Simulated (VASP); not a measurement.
# CaC2 (I4/mmm) in VASP: a series of runs

CaC2 is run at these levels: LDA; tasks: single point.

Program: VASP 6.6.1. These are calculated values, not measurements. Logs are shortened: lines on timing, memory, paths and dates and some standing lists are left out, and cuts for length are marked.

## (1) The cell of the first run

It takes space group I4/mmm (No. 139, tetragonal). Conventional cell: a = 3.852 Å, b = 3.852 Å, c = 5.964 Å, α = 90.00°, β = 90.00°, γ = 90.00°. Ca (site symmetry 4/mmm) has 10 C at 2.39 to 2.79 Å within 3.2 Å. Within 1.6 Å of C (site symmetry 4mm) lie 1 C at 1.19 Å.

## (2) Single point, LDA (strain +0.025 along x and y, -0.050 along z)

Input file INCAR:

```
SYSTEM = CaC2
PREC = Accurate
ENCUT = 600
EDIFF = 1E-6
ISMEAR = 0
SIGMA = 0.05
LREAL = .FALSE.
LASPH = .TRUE.
NELM = 120
ALGO = Normal
ISIF = 2
LWAVE = .FALSE.
LCHARG = .TRUE.
GGA = CA
LELF = .TRUE.
LVHAR = .TRUE.
NBANDS = 16
GGA_COMPAT = .FALSE.
```

Input file KPOINTS:

```
regular mesh
0
G
  10 10 10
  0 0 0
```

Input file POSCAR:

```
CaC2
1.0
   -1.9258949960      1.9258949960      2.9818700956
    1.9258949960     -1.9258949960      2.9818700956
    1.9258949960      1.9258949960     -2.9818700956
Ca C
1 2
Direct
    0.0000000000      0.0000000000      0.0000000000
    0.5996770466      0.5996770466      0.0000000000
    0.4003229534      0.4003229534      0.0000000000
```

Potentials or basis: VASP PAW LDA potentials, release 64 (Ca_sv, C).

On the command line:

```sh
$ cat potpaw_LDA.64/Ca_sv/POTCAR potpaw_LDA.64/C/POTCAR > POTCAR
$ mpirun -np 1 vasp_std > vasp.out
```

OUTCAR:

```text
SYSTEM = CaC2
   PREC = Accurate
   ENCUT = 600
   EDIFF = 1E-6
   ISMEAR = 0
   LREAL = .FALSE.
   LASPH = .TRUE.
   NELM = 120
   ISIF = 2
   GGA = CA

 ion  position               nearest neighbor table
   1  0.000  0.000  0.000-   2 2.39   3 2.39
   2  0.600  0.600  0.000-   3 1.19   1 2.39
   3  0.400  0.400  0.000-   2 1.19   1 2.39

  LATTYP: Found a body centered tetragonal cell.
 ALAT       =     3.8517899920
 C/A-ratio  =     1.5483035689

  Lattice vectors:

 A1 = (  -1.9258949960,   1.9258949960,   2.9818700956)
 A2 = (   1.9258949960,  -1.9258949960,   2.9818700956)
 A3 = (   1.9258949960,   1.9258949960,  -2.9818700956)

Analysis of symmetry for initial positions (statically):
=====================================================================
 Subroutine PRICEL returns:
 Original cell was already a primitive cell.

 Routine SETGRP: Setting up the symmetry group for a
 body centered tetragonal supercell.

 Subroutine GETGRP returns: Found 16 space group operations
 (whereof 16 operations were pure point group operations)
 out of a pool of 16 trial point group operations.

The static configuration has the point symmetry D_4h.

Analysis of symmetry for dynamics (positions and initial velocities):
=====================================================================
 Subroutine PRICEL returns:
 Original cell was already a primitive cell.

 Routine SETGRP: Setting up the symmetry group for a
 body centered tetragonal supercell.

 Subroutine GETGRP returns: Found 16 space group operations
 (whereof 16 operations were pure point group operations)
 out of a pool of 16 trial point group operations.

The dynamic configuration has the point symmetry D_4h.

 Subroutine INISYM returns: Found 16 space group operations
 (whereof 16 operations are pure point group operations),
 and found     1 'primitive' translations

----------------------------------------------------------------------------------------

                                     Primitive cell

  volume of cell :      44.2399

  direct lattice vectors                    reciprocal lattice vectors
    -1.925894996  1.925894996  2.981870096     0.000000000  0.259619554  0.167680008
     1.925894996 -1.925894996  2.981870096     0.259619554  0.000000000  0.167680008
     1.925894996  1.925894996 -2.981870096     0.259619554  0.259619554  0.000000000

  length of vectors
     4.038526011  4.038526011  4.038526011     0.309061317  0.309061317  0.367157494

  position of ions in fractional coordinates (direct lattice)
     0.000000000  0.000000000  0.000000000
     0.599677047  0.599677047  0.000000000
     0.400322953  0.400322953  0.000000000

  ion indices of the primitive-cell ions
   primitive index   ion index
                 1           1
                 2           2
                 3           3

----------------------------------------------------------------------------------------

 KPOINTS: regular mesh

Automatic generation of k-mesh.
 Grid dimensions read from file:
 generate k-points for:   10   10   10

 Generating k-lattice:

  Cartesian coordinates                     Fractional coordinates (reciprocal lattice)
     0.000000000  0.025961955  0.016768001     0.100000000  0.000000000 -0.000000000
     0.025961955  0.000000000  0.016768001     0.000000000  0.100000000 -0.000000000
     0.025961955  0.025961955  0.000000000     0.000000000  0.000000000  0.100000000

  Length of vectors
     0.030906132  0.030906132  0.036715749

  Shift w.r.t. Gamma in fractional coordinates (k-lattice)
     0.000000000  0.000000000  0.000000000

 Subroutine IBZKPT returns following result:
 ===========================================

 Found    102 irreducible k-points:

 Following reciprocal coordinates:
            Coordinates               Weight
  0.000000  0.000000  0.000000      1.000000
  0.100000 -0.000000  0.000000      8.000000
  0.200000 -0.000000  0.000000      8.000000
  0.300000 -0.000000  0.000000      8.000000
  0.400000 -0.000000  0.000000      8.000000
  0.500000  0.000000  0.000000      4.000000
[... 16 lines left out ...]
  0.300000  0.300000  0.000000      8.000000
  0.400000  0.300000  0.000000     16.000000
 [... further k-points ...]
   k-points           NKPTS =    102   k-points in BZ     NKDIM =    102   number of bands    NBANDS=     16
   number of dos      NEDOS =    301   number of ions     NIONS =      3
   total plane-waves  NPLWV =  32768
   dimension x,y,z NGX =    32 NGY =   32 NGZ =   32
   dimension x,y,z NGXF=    64 NGYF=   64 NGZF=   64
   ions per type =               1   2
   NGX,Y,Z   is equivalent  to a cutoff of  13.17, 13.17, 13.17 a.u.
   NGXF,Y,Z  is equivalent  to a cutoff of  26.35, 26.35, 26.35 a.u.
 SYSTEM =  CaC2
   PREC   = accura    normal or accurate (medium, high low for compatibility)
   ISTART =      0    job   : 0-new  1-cont  2-samecut
   ICHARG =      2    charge: 1-file 2-atom 10-const
   ISPIN  =      1    spin polarized calculation?
   LNONCOLLINEAR =      F non collinear calculations
   LSORBIT =      F    spin-orbit coupling
   LASPH  =      T    aspherical Exc in radial PAW
   ENCUT  =  600.0 eV  44.10 Ry    6.64 a.u.   8.07  8.07  8.07*2*pi/ulx,y,z
   NELM   =    120;   NELMIN=  2; NELMDL= -5     # of ELM steps
   EDIFF  = 0.1E-05   stopping-criterion for ELM
   LREAL  =      F    real-space projection
   EDIFFG = 0.1E-04   stopping-criterion for IOM
   NSW    =      0    number of steps for IOM
   IBRION =     -1    ionic relax: 0-MD 1-quasi-New 2-CG
   NFREE  =      0    steps in history (QN), initial steepest desc. (CG)
   ISIF   =      2    stress and relaxation
   ISYM   =      2    0-nonsym 1-usesym 2-fastsym
   POTIM  = 0.5000    time-step for ionic-motion
   TEBEG  =    0.0;   TEEND  =   0.0 temperature during run
   PSTRESS=    0.0 pullay stress
   NELECT =      18.0000    total number of electrons
   NUPDOWN=      -1.0000    fix difference up-down
   EMIN   =  10.00;   EMAX   =-10.00  energy-range for DOS
   EFERMI =   0.00;   METHOD = LEGACY
   ISMEAR =     0;   SIGMA  =   0.05  broadening in eV -4-tet -1-fermi 0-gaus
   EFERMI_NEDOS =   21; number of points for ismear=-14 and -15
   IALGO  =     38    algorithm
   IMIX   =      4    mixing-type and parameters
     AMIX     =   0.40;   BMIX     =  1.00
     AMIX_MAG =   1.60;   BMIX_MAG =  1.00
  volume/ion in A,a.u.               =      14.75        99.52
  Fermi-wavevector in a.u.,A,eV,Ry     =   1.213094  2.292415 20.022285  1.471596
  Thomas-Fermi vector in A             =   2.348557
   LORBIT       =      0    0 simple, 1 ext, 2 COOP (PROOUT), +10 PAW based schemes
   GGA     = CA    functional components
   LHFCALC =     F    Hartree Fock is set to
   AEXX    =    0.0000 exact exchange contribution
   IVDW    =     0    specifies the selected vdW correction
   LEPSILON=     F    determine dielectric tensor
   LRPA    =     F    only Hartree local field effects (RPA)
 non-spin polarized calculation
 Gauss-broadening in eV      SIGMA  =   0.05
  energy-cutoff  :      600.00
  volume of cell :       44.24
 maximum number of plane-waves:      1504
   NGX = 17   NGY = 17   NGZ = 17

 number of electron      18.0000001 magnetization

 Free energy of the ion-electron system (eV)
  ---------------------------------------------------
  ext. energy  EPLUGINS =         0.00000000
  ---------------------------------------------------
  free energy    TOTEN  =       -21.90639688 eV

  energy without entropy =      -21.90639688  energy(sigma->0) =      -21.90639688

 E-fermi :   1.8020     XC(G=0): -10.1128

 val. band max:        1.5519834550   @ k =  -0.3000  -0.3000   0.3000
 cond. band min:       2.7862374374   @ k =   0.5000   0.5000   0.0000
 fundamental gap:      1.2342539824
 Fermi energy:         1.8020174470

 k-point     1 :       0.0000    0.0000    0.0000
  band No.  band energies     occupation
      1     -36.3390      2.00000
      2     -17.6760      2.00000
      3     -17.6760      2.00000
      4     -17.5502      2.00000
      5     -11.4043      2.00000
      6      -1.2367      2.00000
[... 8 lines left out ...]
     15      11.8627      0.00000
     16      11.8627      0.00000

 k-point     2 :       0.1000   -0.0000    0.0000
  band No.  band energies     occupation
      1     -36.3374      2.00000
      2     -17.6951      2.00000
      3     -17.6765      2.00000
      4     -17.5578      2.00000
      5     -11.3547      2.00000
      6      -1.4212      2.00000
[... 8 lines left out ...]
     15      11.5788      0.00000
     16      11.6959      0.00000

 k-point     3 :       0.2000   -0.0000    0.0000
  band No.  band energies     occupation
      1     -36.3333      2.00000
      2     -17.7482      2.00000
      3     -17.6780      2.00000
      4     -17.5736      2.00000
      5     -11.2249      2.00000
      6      -1.8198      2.00000
[... 8 lines left out ...]
     15      10.8534      0.00000
     16      11.1845      0.00000

 k-point     4 :       0.3000   -0.0000    0.0000
  band No.  band energies     occupation
      1     -36.3283      2.00000
      2     -17.8160      2.00000
      3     -17.6797      2.00000
      4     -17.5887      2.00000
      5     -11.0631      2.00000
      6      -2.2382      2.00000
[... 8 lines left out ...]
     15       9.9748      0.00000
     16      10.3491      0.00000
[... 324 lines left out ...]
 k-point    22 :      -0.2000    0.2000    0.0000
  band No.  band energies     occupation
      1     -36.3307      2.00000
      2     -17.7552      2.00000
      3     -17.7057      2.00000
      4     -17.5726      2.00000
      5     -11.1827      2.00000
      6      -1.4930      2.00000
[... 8 lines left out ...]
     15      10.3787      0.00000
     16      11.9331      0.00000

 k-point    23 :       0.3000    0.3000    0.0000
  band No.  band energies     occupation
      1     -36.3195      2.00000
      2     -17.8015      2.00000
      3     -17.7782      2.00000
      4     -17.6191      2.00000
      5     -10.9614      2.00000
      6      -2.2486      2.00000
[... 8 lines left out ...]
     15      10.0814      0.00000
     16      10.2720      0.00000

 k-point    24 :       0.4000    0.3000    0.0000
  band No.  band energies     occupation
      1     -36.3176      2.00000
      2     -17.8230      2.00000
      3     -17.7698      2.00000
      4     -17.6231      2.00000
      5     -10.9682      2.00000
      6      -1.9842      2.00000
[... 8 lines left out ...]
     15       9.9124      0.00000
     16      10.5937      0.00000

 [... further k-points ...]

------------------------ aborting loop because EDIFF is reached ----------------------------------------

  FORCE on cell =-STRESS in cart. coord.  units (eV):
  Direction    XX          YY          ZZ          XY          YZ          ZX
  --------------------------------------------------------------------------------------
  -------------------------------------------------------------------------------------
  Total       -0.7725983     -0.7725983     10.5529877      0.0000000     -0.0000000      0.0000000
  in kB      -27.9801752    -27.9801752    382.1836400      0.0000000     -0.0000000      0.0000000
  external PRESSURE =     108.7410965 kB  Pullay stress =       0.0000000 kB

 VOLUME and BASIS-vectors are now :
 -----------------------------------------------------------------------------
  energy-cutoff  :      600.00
  volume of cell :       44.24
      direct lattice vectors                 reciprocal lattice vectors
    -1.925894996  1.925894996  2.981870096     0.000000000  0.259619554  0.167680008
     1.925894996 -1.925894996  2.981870096     0.259619554  0.000000000  0.167680008
     1.925894996  1.925894996 -2.981870096     0.259619554  0.259619554  0.000000000

 POSITION                                       TOTAL-FORCE (eV/Angst)
 -----------------------------------------------------------------------------------
      0.00000      0.00000      0.00000         0.000000      0.000000     -0.000000
      0.00000      0.00000      3.57632         0.000000      0.000000      5.520538
      0.00000      0.00000      2.38742        -0.000000     -0.000000     -5.520538
 -----------------------------------------------------------------------------------
    total drift:                                0.000000      0.000000      0.000000

  FREE ENERGIE OF THE ION-ELECTRON SYSTEM (eV)
  ---------------------------------------------------
  free  energy   TOTEN  =       -21.9063968808 eV

  energy  without entropy=      -21.9063968808  energy(sigma->0) =      -21.90639688
```

Run time: 81 s. Hardware: 1 thread of Intel Xeon 8259CL, shared host; peak memory 0.22 GiB.

What came out:

```
Free energy            : -21.9064 eV
Pressure               : 10.9 GPa
Largest force          : 5.521 eV/Å
Band gap on the k mesh : 1.23 eV (least direct gap 2.42 eV)
```

Forces on the atoms (eV/Å):
```
Ca   0.000  0.000  0.000
C    0.000  0.000  5.521
C    0.000  0.000 -5.521
```

Caveat: the cell differs from its parent crystal (strain +0.025 along x and y, -0.050 along z); the cell stands under pressure; forces of over 1 eV/Å act on the atoms, so gaps and moduli don't describe the material at rest. A k mesh can miss the band edges.

## (3) Single point, LDA (strain +0.000 along x and y, +0.025 along z)

INCAR, as its differences from that of step 2:

```diff
@@ -13,3 +13,2 @@
 LCHARG = .TRUE.
-GGA = CA
 LELF = .TRUE.
```

Input file KPOINTS:

```
Automatic mesh
0
G
  10 10 10
  0 0 0
```

Input file POSCAR:

```
CaC2
1.0
   -1.8789219473      1.8789219473      3.2172808927
    1.8789219473     -1.8789219473      3.2172808927
    1.8789219473      1.8789219473     -3.2172808927
Ca C
1 2
Direct
    0.0000000000      0.0000000000      0.0000000000
    0.5996770466      0.5996770466      0.0000000000
    0.4003229534      0.4003229534      0.0000000000
```

Potentials or basis: VASP PAW LDA potentials, release 64 (Ca_sv, C).

On the command line:

```sh
$ cat potpaw_LDA.64/Ca_sv/POTCAR potpaw_LDA.64/C/POTCAR > POTCAR
$ mpirun -np 1 vasp_std > vasp.out
```

It took 2.2 min on 1 thread of Intel Xeon 8259CL, shared host; peak memory 0.23 GiB.

The run converged. Its results:

```yaml
Free_energy: -22.1423 eV
Pressure: -4.6 GPa
Largest_force: 1.949 eV/Å
Band_gap_on_the_k_mesh: 0.76 eV (least direct gap 1.93 eV)
```

Forces on the atoms (eV/Å):
```
Ca   0.000  0.000  0.000
C    0.000  0.000 -1.949
C    0.000  0.000  1.949
```

Stress tensor (GPa, compression positive):
```
 -0.04   0.00   0.00
  0.00  -0.04   0.00
  0.00   0.00 -13.60
```

Levels at points of the mesh, in eV from the valence-band top:
```
           k point  band 7  band 8  band 9  band 10  band 11  band 12
(0.00, 0.00, 0.00)   -2.29   -0.99   -0.99     2.87     2.87     4.00
(0.50, 0.00, 0.00)   -2.56   -1.98   -1.01     4.54     5.58     6.06
(0.50, 0.50, 0.00)   -2.87   -1.68   -1.17     0.76     5.23     6.60
(0.50, 0.50, 0.50)   -1.64   -1.64    0.00     2.93     6.04     6.28
```

Caveat: the cell differs from its parent crystal (strain +0.000 along x and y, +0.025 along z); the cell stands under tension; forces of over 1 eV/Å act on the atoms, so gaps and moduli don't describe the material at rest. A k mesh can miss the band edges.

## (4) Single point, LDA (strain +0.025 along x and y, -0.025 along z)

INCAR, as its differences from that of step 3:

```diff
@@ -12,5 +12,4 @@
 LWAVE = .FALSE.
-LCHARG = .TRUE.
-LELF = .TRUE.
-LVHAR = .TRUE.
+LCHARG = .FALSE.
+GGA = CA
 NBANDS = 16
```

KPOINTS is that of step 3.

Input file POSCAR:

```
CaC2
1.0
   -1.9258949960      1.9258949960      3.0603403613
    1.9258949960     -1.9258949960      3.0603403613
    1.9258949960      1.9258949960     -3.0603403613
Ca C
1 2
Direct
    0.0000000000      0.0000000000      0.0000000000
    0.5996770466      0.5996770466      0.0000000000
    0.4003229534      0.4003229534      0.0000000000
```

On the command line:

```sh
$ cat potpaw_LDA.64/Ca_sv/POTCAR potpaw_LDA.64/C/POTCAR > POTCAR
$ mpirun -np 1 vasp_std > vasp.out
```

Run time: 2.5 min. Hardware: 1 thread of Intel Xeon 8259CL, shared host; peak memory 0.23 GiB.

Results (log left out):

```
Free energy            : -22.1062 eV
Pressure               : 3.7 GPa
Largest force          : 2.602 eV/Å
Band gap on the k mesh : 1.20 eV (least direct gap 2.32 eV)
```

Forces on the atoms (eV/Å):
```
Ca   0.000  0.000  0.000
C    0.000  0.000  2.602
C    0.000  0.000 -2.602
```

Stress tensor (GPa, compression positive):
```
-2.96  0.00  0.00
 0.00 -2.96  0.00
 0.00  0.00 17.12
```

Levels at points of the mesh, in eV from the valence-band top:
| k point | band 6 | band 7 | band 8 | band 9 | band 10 | band 11 | band 12 | band 13 |
| --- | --- | --- | --- | --- | --- | --- | --- | --- |
| (0.00, 0.00, 0.00) | -2.75 | -1.71 | -0.96 | -0.96 | 3.17 | 3.17 | 4.56 | 5.23 |
| (0.50, 0.00, 0.00) | -4.21 | -2.25 | -1.88 | -0.67 | 5.14 | 6.17 | 6.30 | 6.50 |
| (0.50, 0.50, 0.00) | -2.78 | -2.62 | -1.51 | -1.12 | 1.20 | 6.49 | 6.70 | 7.49 |
| (0.50, 0.50, 0.50) | -4.16 | -1.66 | -1.66 | -0.06 | 3.18 | 6.19 | 6.59 | 7.25 |

Caveat: the cell differs from its parent crystal (strain +0.025 along x and y, -0.025 along z); the cell stands under pressure; forces of over 1 eV/Å act on the atoms, so gaps and moduli don't describe the material at rest. A k mesh can miss the band edges.

## (5) Single point, LDA (strain +0.000 along x and y, +0.050 along z)

Input file INCAR:

```
ALGO = Normal
EDIFF = 1E-6
ENCUT = 600
GGA = CA
GGA_COMPAT = False
ISIF = 2
ISMEAR = 0
LASPH = True
LCHARG = False
LREAL = False
LWAVE = False
NBANDS = 16
NELM = 120
PREC = Accurate
SIGMA = 0.05
```

Input file KPOINTS:

```
k-points
0
Gamma
  10 10 10
```

Input file POSCAR:

```
CaC2
1.0
   -1.8789219473      1.8789219473      3.2957511584
    1.8789219473     -1.8789219473      3.2957511584
    1.8789219473      1.8789219473     -3.2957511584
Ca C
1 2
Direct
    0.0000000000      0.0000000000      0.0000000000
    0.5996770466      0.5996770466      0.0000000000
    0.4003229534      0.4003229534      0.0000000000
```

On the command line:

```sh
$ cat potpaw_LDA.64/Ca_sv/POTCAR potpaw_LDA.64/C/POTCAR > POTCAR
$ mpirun -np 1 vasp_std > vasp.out
```

Run time: 2.4 min. Hardware: 1 thread of Intel Xeon 8259CL, shared host; peak memory 0.24 GiB.

Results (log left out):

```
Free energy            : -22.0091 eV
Pressure               : -8.5 GPa
Largest force          : 3.627 eV/Å
Band gap on the k mesh : 0.65 eV (least direct gap 1.82 eV)
```

Forces on the atoms (eV/Å):
```
Ca   0.000  0.000  0.000
C    0.000  0.000 -3.627
C    0.000  0.000  3.627
```

Stress tensor (GPa, compression positive):
```
 -0.33   0.00   0.00
  0.00  -0.33   0.00
  0.00   0.00 -24.86
```

Levels at points of the mesh, in eV from the valence-band top:
```tsv
k point	band 6	band 7	band 8	band 9	band 10	band 11	band 12	band 13
(0.00, 0.00, 0.00)	-2.98	-2.55	-0.98	-0.98	2.75	2.75	3.81	5.22
(0.50, 0.00, 0.00)	-4.61	-2.64	-1.96	-1.11	4.25	5.30	5.88	6.15
(0.50, 0.50, 0.00)	-3.36	-2.85	-1.71	-1.17	0.65	4.75	6.44	7.18
(0.50, 0.50, 0.50)	-5.00	-1.60	-1.60	0.00	2.85	5.84	5.85	5.85
```

Caveat: the cell differs from its parent crystal (strain +0.000 along x and y, +0.050 along z); the cell stands under tension; forces of over 1 eV/Å act on the atoms, so gaps and moduli don't describe the material at rest. A k mesh can miss the band edges.

[end of part 1 of 2]
